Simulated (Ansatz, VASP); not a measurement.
Two plane-wave programs on N

INCAR

```
  PREC = Accurate
  ENCUT = 600
  EDIFF = 1E-6
  ISMEAR = -1
  SIGMA = 0.1
  LREAL = F
  LASPH = T
  NELM = 120
  ALGO = Normal
  ISIF = 2
  LWAVE = F
  LCHARG = T
  GGA = PS
  LELF = T
  LVHAR = T
  NBANDS = 12
  GGA_COMPAT = F
```

The input KPOINTS:

```
regular mesh
0
Gamma
  8 8 7
```

POSCAR

```
N
1.0
    2.4548433952      0.0000000000      0.0000000000
   -1.2274216976      2.1259562669      0.0000000000
    0.0000000000      0.0000000000      2.3832561298
N
2
Direct
    0.6666666667      0.3333333333      0.2500000000
    0.3333333333      0.6666666667      0.7500000000
```

Input for Ansatz:

```yaml
crystal:
  lattice:
    - [2.4548433952448905, 0.0, 0.0]
    - [-1.2274216976224452, 2.1259562669429783, 0.0]
    - [0.0, 0.0, 2.383256129833367]
  atoms:
    - { symbol: "N", position: [0.6666666666666666, 0.3333333333333333, 0.25] }
    - { symbol: "N", position: [0.3333333333333333, 0.6666666666666666, 0.75] }
basis:
  ecutwfc: 550.0
kpoints:
  mp_grid:
    grid: [8, 8, 7]
hamiltonian:
  xc: pbesol
scf:
  occupations:
    method: fermi_dirac
    width: 0.1
output:
  stress: true
```

Alike in both runs: task single point; functional PBEsol; k mesh 8 × 8 × 7; occupations fermi-dirac, width 0.1 eV; no spin polarisation.

|  | VASP | Ansatz |
| --- | --- | --- |
| version | VASP 6.6.1 | Ansatz 0.2.0 |
| potentials or method | VASP PAW PBE potentials, release 64 (N), cutoff 600 eV | plane waves, PAW |
| valence electrons in the cell | 10 | 10 |

Ansatz gave:

```
pressure (GPa)                                                : 18.6
traceless stress, the component that is largest in VASP (GPa) : -5.38
```

Question: Estimate VASP's values.

Answer: Pressure (GPa): 18.2; traceless stress, the component that is largest in VASP (GPa): -5.29.

VASP's potentials were made for PBE, not for PBEsol. The functional is the same, so the differences come from potentials, cutoffs and numerics.

The k mesh is coarse, so the values compare programs but aren't converged.
